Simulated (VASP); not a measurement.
A run of VASP 6.6.1:

Contents of INCAR:

```
  PREC = Accurate
  ENCUT = 520
  EDIFF = 1E-7
  ISMEAR = 0
  SIGMA = 0.15
  LREAL = F
  LASPH = T
  NELM = 60
  ALGO = Normal
  ISIF = 2
  LWAVE = F
  LCHARG = F
  GGA = PE
  IVDW = 12
  NBANDS = 22
```

Contents of KPOINTS:

```
Automatic mesh
0
Gamma
  10 10 10
```

The input POSCAR:

```
GaSb3
1.0
    0.0000000000      3.5022027149      3.6481278280
    3.5022027149      0.0000000000      3.6481278280
    3.5022027149      3.5022027149      0.0000000000
Ga Sb
1 3
Direct
    0.0000000000      0.0000000000      0.0000000000
    0.2500000000      0.2500000000      0.2500000000
    0.7500000000      0.7500000000      0.7500000000
    0.5000000000      0.5000000000      0.5000000000
```

Potentials or basis: VASP PAW PBE potentials, release 64 (Ga_d, Sb).

Command:

```sh
$ cat potpaw_PBE.64/Ga_d/POTCAR potpaw_PBE.64/Sb/POTCAR > POTCAR
$ mpirun -np 1 vasp_std > vasp.out
```

Hardware: 1 thread of Intel(R) Xeon(R) 6975P-C (Granite Rapids), on a shared host.

Q: Estimate the wall time of this run.

A: Run time: 110 s on 1 thread of Intel(R) Xeon(R) 6975P-C (Granite Rapids) (shared host), peak memory 0.37 GiB. Counts: scf iterations 14, k points 102.
